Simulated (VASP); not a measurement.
A run of VASP 6.6.1 is set up as follows.

INCAR

```
PREC = Accurate
ENCUT = 520
EDIFF = 1E-6
ISMEAR = 0
SIGMA = 0.1
LREAL = False
LASPH = True
NELM = 80
ALGO = Normal
ISIF = 2
LWAVE = False
LCHARG = False
GGA = PE
NBANDS = 35
```

File KPOINTS:

```
regular mesh
0
Gamma
  4 4 4
```

Contents of POSCAR:

```
Zn4S
1.0
    4.5114485718      0.0000000000      0.0000000000
    0.0000000000      4.5114485718      0.0000000000
    0.0000000000      0.0000000000      4.5114485718
Zn S
4 1
Direct
    0.2975641048      0.2975641048      0.2975641048
    0.7024358952      0.7024358952      0.2975641048
    0.7024358952      0.2975641048      0.7024358952
    0.2975641048      0.7024358952      0.7024358952
    0.0000000000      0.0000000000      0.0000000000
```

Potentials or basis: VASP PAW PBE potentials, release 64 (Zn, S).

The run is started by

```console
$ cat potpaw_PBE.64/Zn/POTCAR potpaw_PBE.64/S/POTCAR > POTCAR
$ mpirun -np 1 vasp_std > vasp.out
```

Task: Predict the band gap on the k mesh.

Result: Zero (band 27 reaches 3.92 eV, above the bottom of band 28 at -0.03 eV).

Task: What does it give for the largest force?

Result: 0.005 eV/Å.

Task: Estimate the pressure.

Result: 0.3 GPa.

Forces on the atoms (eV/Å):
```
Zn  -0.003 -0.003 -0.003
Zn   0.003  0.003 -0.003
Zn   0.003 -0.003  0.003
Zn  -0.003  0.003  0.003
S    0.000  0.000  0.000
```
